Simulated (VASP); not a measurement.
I: relaxation of cell and atoms with PBEsol

The system is I.

```
I
1.0
     2.53835   -3.70662    0.00000
     2.53835    3.70662    0.00000
    -1.62087    0.00000    2.38110
I
1
Direct
  0.50000 0.50000 0.50000
```

- Program: VASP 6.6.1
- Task: relaxation of cell and atoms
- Functional: PBEsol
- Potentials or basis: VASP PAW PBE potentials, release 64 (I)
- Cutoff: 600 eV
- k mesh: 7 × 7 × 11
- Occupations: fermi-dirac, width 0.05 eV
- Spin: no spin polarisation
- Target pressure: 20 GPa
- Dipole correction: no
- Further INCAR settings: ALGO = Normal; EDIFF = 1e-06; IBRION = 2; EDIFFG = -0.01; NSW = 60; ISIF = 3

```json
{"Relaxed volume": "24.58 Å³/atom", "Relaxed cell": "a = 3.454 Å, b = 3.454 Å, c = 2.993 Å, α = 116.06°, β = 116.06°, γ = 103.17°", "Space group after relaxing (to 0.1 Å)": "I4/mmm (No. 139)", "Energy change on relaxing (the run minimises the enthalpy)": "+468.7 meV/atom", "Ionic steps": "27", "Pressure after relaxing": "20.0 GPa", "Band gap on the k mesh": "zero (an odd number of electrons rules out a gap without spin polarisation)"}
```

Stress tensor (GPa, compression positive):
```
20.06  0.00 -0.03
 0.00 19.99  0.00
-0.03  0.00 19.97
```

Step by step:
| step | energy change (eV) | largest force (eV/Å) | pressure (GPa) | volume (Å³) |
| --- | --- | --- | --- | --- |
| 1 | 0.0000 | 0.0000 | -0.40 | 44.81 |
| 2 | 7.6286 | 0.0000 | 217.20 | 17.06 |
| 3 | 0.3395 | 0.0000 | 13.56 | 33.21 |
| 4 | 0.4505 | 0.0000 | 16.77 | 32.03 |
| 5 | 0.5729 | 0.0000 | 20.21 | 30.96 |
| 6 | 2.3622 | 0.0000 | 87.35 | 17.93 |
| 7 | 0.6566 | 0.0000 | 28.18 | 24.25 |
| 8 | 0.7161 | 0.0000 | 30.26 | 23.73 |
| 9 | 0.7522 | 0.0000 | 31.49 | 23.44 |
| 10 | 0.1477 | 0.0000 | 6.36 | 28.86 |
| 11 | 0.3866 | 0.0000 | 18.10 | 25.60 |
| 12 | 0.3939 | 0.0000 | 18.36 | 25.54 |
| 13 | 0.4373 | 0.0000 | 19.65 | 25.00 |
| 14 | 0.5722 | 0.0000 | 23.83 | 23.83 |
| 15 | 0.5079 | 0.0000 | 21.75 | 24.29 |
| 16 | 0.5214 | 0.0000 | 22.19 | 24.18 |
| 17 | 0.4360 | 0.0000 | 18.19 | 24.88 |
| 18 | 0.4838 | 0.0000 | 20.46 | 24.46 |
| 19 | 0.4847 | 0.0000 | 20.49 | 24.45 |
| 20 | 0.4653 | 0.0000 | 19.80 | 24.61 |
| 21 | 0.4689 | 0.0000 | 19.94 | 24.58 |
| 22 | 0.4686 | 0.0000 | 19.95 | 24.58 |
| 23 | 0.4670 | 0.0000 | 19.87 | 24.59 |
| 24 | 0.4683 | 0.0000 | 19.92 | 24.58 |
| 25 | 0.4692 | 0.0000 | 20.01 | 24.57 |
| 26 | 0.4693 | 0.0000 | 20.01 | 24.57 |
| 27 | 0.4687 | 0.0000 | 20.01 | 24.58 |

Final structure:
```yaml
crystal:
  lattice:
    - [2.11214, -2.70592, -0.37905]
    - [2.11214, 2.70592, -0.37905]
    - [-1.70925, 0.00000, 2.45695]
  atoms:
    - { symbol: I, position: [0.50000, 0.50000, 0.50000] }
```

Levels at points of the mesh, in eV from the Fermi level:
```tsv
k point	band 1	band 2	band 3	band 4	band 5	band 6	band 7
(0.00, 0.00, 0.00)	-16.60	0.92	1.89	2.25	8.12	8.60	10.64
```

Wall time 14 min on 1 thread of AMD EPYC 7R13, on a shared host, peak memory 0.22 GiB.

Caveat: the cell is relaxed towards a set pressure, so the run minimises the enthalpy, not the energy; the volume moved by over 15 % at a fixed basis, so the end points are rough; the PAW data sets were made with another functional, which shifts forces and pressure a little; spin-orbit coupling is left out, which moves the levels of the heavy elements; an odd number of electrons without spin polarisation forces a metal; a magnetic or distorted state may lie lower.
